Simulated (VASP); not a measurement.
# Mg5ZnO6 in VASP: notebook

Runs on Mg5ZnO6. Level: PBE. Tasks: single point.

Program: VASP 6.6.1. These are calculated values, not measurements. Logs are shortened: lines on timing, memory, paths and dates and some standing lists are left out, and cuts for length are marked.

## Step 1: The cell of the first run

The typed cell holds 12 atoms: a = 3.019 Å, b = 3.019 Å, c = 14.767 Å, α = 90.00°, β = 90.00°, γ = 119.99°.

## Step 2: Single point, PBE

Input file INCAR:

```
SYSTEM = Mg5ZnO6
ALGO = Normal ; EDIFF = 1E-7
ENCUT = 520 ; GGA = PE
ISIF = 2 ; ISMEAR = 0
LASPH = .TRUE. ; LCHARG = .FALSE.
LREAL = .FALSE. ; LWAVE = .FALSE.
NBANDS = 41 ; NELM = 100
PREC = Accurate ; SIGMA = 0.1
```

Input file KPOINTS:

```
k-points
0
G
  6 6 1
  0 0 0
```

Input file POSCAR:

```
Mg5ZnO6
1.0
    3.0186281234      0.0001849671     -0.0000536534
   -1.5091549149      2.6144748178      0.0001063412
   -0.0002748433      0.0004364523     14.7672625094
Mg Zn O
5 1 6
Direct
    0.3332721391      0.6665427278      0.8323042925
    0.6667021992      0.3334124557      0.1677004019
    0.3333966345      0.6667928288      0.3338986179
    0.0000080715      0.0000037313      0.4999993772
    0.6666405614      0.3332639665      0.6661011026
    0.0000402607      0.0000159576      0.0000030791
    0.6666304455      0.3331892366      0.9133981872
    0.3333247576      0.6667492928      0.0866040833
    0.0000227873      0.0000805972      0.2508654124
    0.6666930033      0.3333951977      0.4169479069
    0.3333196865      0.6666469800      0.5830451910
   -0.0000505467     -0.0000929720      0.7491323481
```

Potentials or basis: VASP PAW PBE potentials, release 64 (Mg, Zn, O).

On the command line:

```bash
> cat potpaw_PBE.64/Mg/POTCAR potpaw_PBE.64/Zn/POTCAR potpaw_PBE.64/O/POTCAR > POTCAR
> mpirun -np 1 vasp_std > vasp.out
```

OUTCAR:

```text
SYSTEM = Mg5ZnO6
   EDIFF = 1E-7
   ENCUT = 520
   GGA = PE
   ISIF = 2
   ISMEAR = 0
   LASPH = .TRUE.
   LREAL = .FALSE.
   NELM = 100
   PREC = Accurate

 ion  position               nearest neighbor table
   1  0.333  0.667  0.832-   7 2.11   7 2.11   7 2.11  12 2.13  12 2.13  12 2.13   5 3.01   5 3.01
                             5 3.01   6 3.03   6 3.03   6 3.03
   2  0.667  0.333  0.168-   8 2.11   8 2.11   8 2.11   9 2.13   9 2.13   9 2.13   3 3.01   3 3.01
                             3 3.01   6 3.03   6 3.03   6 3.03
   3  0.333  0.667  0.334-   9 2.13   9 2.13  10 2.13  10 2.13  10 2.13   9 2.13   4 3.01   4 3.01
                             4 3.01   2 3.01   2 3.01   2 3.01
   4  0.000  0.000  0.500-  11 2.13  10 2.13  11 2.13  10 2.13  11 2.13  10 2.13   3 3.01   3 3.01
                             5 3.01   5 3.01   5 3.01   3 3.01
   5  0.667  0.333  0.666-  12 2.13  12 2.13  11 2.13  12 2.13  11 2.13  11 2.13   4 3.01   4 3.01
                             4 3.01   1 3.01   1 3.01   1 3.01
   6  0.000  0.000  0.000-   8 2.16   7 2.16   7 2.16   8 2.16   8 2.16   7 2.16   1 3.03   2 3.03
                             2 3.03   1 3.03   2 3.03   1 3.03
   7  0.667  0.333  0.913-   1 2.11   1 2.11   1 2.11   6 2.16   6 2.16   6 2.16
   8  0.333  0.667  0.087-   2 2.11   2 2.11   2 2.11   6 2.16   6 2.16   6 2.16
   9  0.000  0.000  0.251-   3 2.13   3 2.13   3 2.13   2 2.13   2 2.13   2 2.13
  10  0.667  0.333  0.417-   3 2.13   4 2.13   3 2.13   4 2.13   4 2.13   3 2.13
  11  0.333  0.667  0.583-   4 2.13   5 2.13   4 2.13   4 2.13   5 2.13   5 2.13
  12  1.000  1.000  0.749-   5 2.13   5 2.13   5 2.13   1 2.13   1 2.13   1 2.13

  LATTYP: Found a base centered monoclinic cell.
 ALAT       =    29.9941751076
 B/A-ratio  =     0.1006404783
 C/A-ratio  =     0.4923376777
 COS(beta)  =    -0.9846858099

  Lattice vectors:

 A1 = (  -1.5091983652,  -2.6150962372, -14.7673151972)
 A2 = (   1.5094297582,  -2.6149112701, -14.7673688506)
 A3 = (  -0.0002748433,   0.0004364523,  14.7672625094)

Analysis of symmetry for initial positions (statically):
=====================================================================
 Subroutine PRICEL returns:
 Original cell was already a primitive cell.

 Routine SETGRP: Setting up the symmetry group for a
 base centered monoclinic supercell.

 Subroutine GETGRP returns: Found  1 space group operations
 (whereof  1 operations were pure point group operations)
 out of a pool of  4 trial point group operations.

The static configuration has the point symmetry C_1 .

Analysis of symmetry for dynamics (positions and initial velocities):
=====================================================================
 Subroutine PRICEL returns:
 Original cell was already a primitive cell.

 Routine SETGRP: Setting up the symmetry group for a
 base centered monoclinic supercell.

[... 157 lines left out ...]
     AMIX     =   0.40;   BMIX     =  1.00
     AMIX_MAG =   1.60;   BMIX_MAG =  1.00
  volume/ion in A,a.u.               =       9.71        65.54
  Fermi-wavevector in a.u.,A,eV,Ry     =   1.297322  2.451583 22.899199  1.683044
  Thomas-Fermi vector in A             =   2.428722
   LORBIT       =      0    0 simple, 1 ext, 2 COOP (PROOUT), +10 PAW based schemes
   GGA     = PE    functional components
   LHFCALC =     F    Hartree Fock is set to
   AEXX    =    0.0000 exact exchange contribution
   IVDW    =     0    specifies the selected vdW correction
   LEPSILON=     F    determine dielectric tensor
   LRPA    =     F    only Hartree local field effects (RPA)
 non-spin polarized calculation
 Gauss-broadening in eV      SIGMA  =   0.10
  energy-cutoff  :      520.00
  volume of cell :      116.55
 maximum number of plane-waves:      3199
 NGX is ok and might be reduce to    24
   NGX = 11   NGY = 11   NGZ = 55

 number of electron      58.0000020 magnetization

 Free energy of the ion-electron system (eV)
  ---------------------------------------------------
  ext. energy  EPLUGINS =         0.00000000
  ---------------------------------------------------
  free energy    TOTEN  =       -68.19300511 eV

  energy without entropy =      -68.19300511  energy(sigma->0) =      -68.19300511

 E-fermi :   3.5124     XC(G=0): -11.1378

 val. band max:        3.0140272067   @ k =   0.0000   0.0000   0.0000
 cond. band min:       6.2951482139   @ k =   0.0000   0.0000   0.0000
 fundamental gap:      3.2811210073
 Fermi energy:         3.5124078903

 k-point     1 :       0.0000    0.0000    0.0000
  band No.  band energies     occupation
      1     -14.5202      2.00000
      2     -14.1672      2.00000
      3     -14.1490      2.00000
      4     -13.6275      2.00000
      5     -13.5032      2.00000
      6     -13.1854      2.00000
[... 869 lines left out ...]
     40      14.3322      0.00000
     41      14.8634      0.00000

------------------------ aborting loop because EDIFF is reached ----------------------------------------

  FORCE on cell =-STRESS in cart. coord.  units (eV):
  Direction    XX          YY          ZZ          XY          YZ          ZX
  --------------------------------------------------------------------------------------
  -------------------------------------------------------------------------------------
  Total       -0.3247650     -0.3454249     -0.3090947     -0.0093766     -0.0001296     -0.0003820
  in kB       -4.4644754     -4.7484818     -4.2490588     -0.1288974     -0.0017820     -0.0052512
  external PRESSURE =      -4.4873386 kB  Pullay stress =       0.0000000 kB

 VOLUME and BASIS-vectors are now :
 -----------------------------------------------------------------------------
  energy-cutoff  :      520.00
  volume of cell :      116.55
      direct lattice vectors                 reciprocal lattice vectors
     3.018628123  0.000184967 -0.000053653     0.331264598  0.191216069  0.000000514
    -1.509154915  2.614474818  0.000106341    -0.000023436  0.382472467 -0.000011305
    -0.000274843  0.000436452 14.767262509     0.000001204 -0.000002060  0.067717358

 POSITION                                       TOTAL-FORCE (eV/Angst)
 -----------------------------------------------------------------------------------
     -0.00012      1.74308     12.29091         0.000154      0.000338     -0.006212
      1.50931      0.87189      2.47648        -0.000300     -0.000119      0.005775
      0.00002      1.74352      4.93082        -0.000159     -0.000804     -0.001095
     -0.00012      0.00023      7.38362        -0.000150      0.000248     -0.000242
      1.50921      0.87172      9.83649        -0.000183      0.000173      0.001004
      0.00010      0.00004      0.00005        -0.000331     -0.000335     -0.000116
      1.50922      0.87164     13.48839        -0.000155      0.000437     -0.071095
     -0.00007      1.74330      1.27896         0.000502      0.000034      0.071028
     -0.00012      0.00032      3.70460         0.000185      0.000231     -0.000036
      1.50924      0.87196      6.15718         0.000089     -0.000058      0.000510
     -0.00007      1.74325      8.61003         0.000157     -0.000147      0.000178
      1.50926      2.61474     11.06269         0.000192      0.000002      0.000301
 -----------------------------------------------------------------------------------
    total drift:                                0.000004      0.000001      0.000002

  FREE ENERGIE OF THE ION-ELECTRON SYSTEM (eV)
  ---------------------------------------------------
  free  energy   TOTEN  =       -68.1930051076 eV

  energy  without entropy=      -68.1930051076  energy(sigma->0) =      -68.19300511
```

stdout:

```text
POSCAR found type information on POSCAR MgZnO
 POSCAR found :  3 types and      12 ions
 scaLAPACK will be used
 -----------------------------------------------------------------------------
|                                                                             |
|           W    W    AA    RRRRR   N    N  II  N    N   GGGG   !!!           |
|           W    W   A  A   R    R  NN   N  II  NN   N  G    G  !!!           |
[... 38 lines left out ...]
 -----------------------------------------------------------------------------

 POSCAR, INCAR and KPOINTS ok, starting setup
 FFT: planning ... GRIDC
 FFT: planning ... GRID_SOFT
 FFT: planning ... GRID
 WAVECAR not read
 entering main loop
```

Wall time 2.2 min (1 thread of Intel Xeon Platinum 8259CL at 2.50GHz (Skylake/Cascade Lake), shared host); peak memory 0.28 GiB.

What came out:

```yaml
Free_energy: -68.1930 eV
Pressure: -0.4 GPa
Largest_force: 0.071 eV/Å
Band_gap_on_the_k_mesh: 3.28 eV
```

Forces on the atoms (eV/Å):
```
Mg   0.000  0.000 -0.006
Mg   0.000  0.000  0.006
Mg   0.000 -0.001 -0.001
Mg   0.000  0.000  0.000
Mg   0.000  0.000  0.001
Zn   0.000  0.000  0.000
O    0.000  0.000 -0.071
O    0.001  0.000  0.071
O    0.000  0.000  0.000
O    0.000  0.000  0.001
O    0.000  0.000  0.000
O    0.000  0.000  0.000
```

Levels at points of the mesh, in eV from the valence-band top:
| k point | band 26 | band 27 | band 28 | band 29 | band 30 | band 31 | band 32 | band 33 |
| --- | --- | --- | --- | --- | --- | --- | --- | --- |
| (0.00, 0.00, 0.00) | -0.31 | -0.31 | 0.00 | 0.00 | 3.28 | 5.01 | 5.40 | 6.65 |
| (0.50, 0.00, 0.00) | -1.10 | -0.97 | -0.38 | -0.29 | 6.61 | 6.94 | 8.10 | 8.58 |
| (0.00, 0.50, 0.00) | -1.10 | -0.97 | -0.38 | -0.29 | 6.61 | 6.94 | 8.10 | 8.58 |
| (0.50, 0.50, 0.00) | -1.10 | -0.97 | -0.38 | -0.29 | 6.62 | 6.93 | 8.10 | 8.58 |

Caveat: the k points lie up to 0.43 Å⁻¹ apart.

(Part 1 of 2 ends here.)
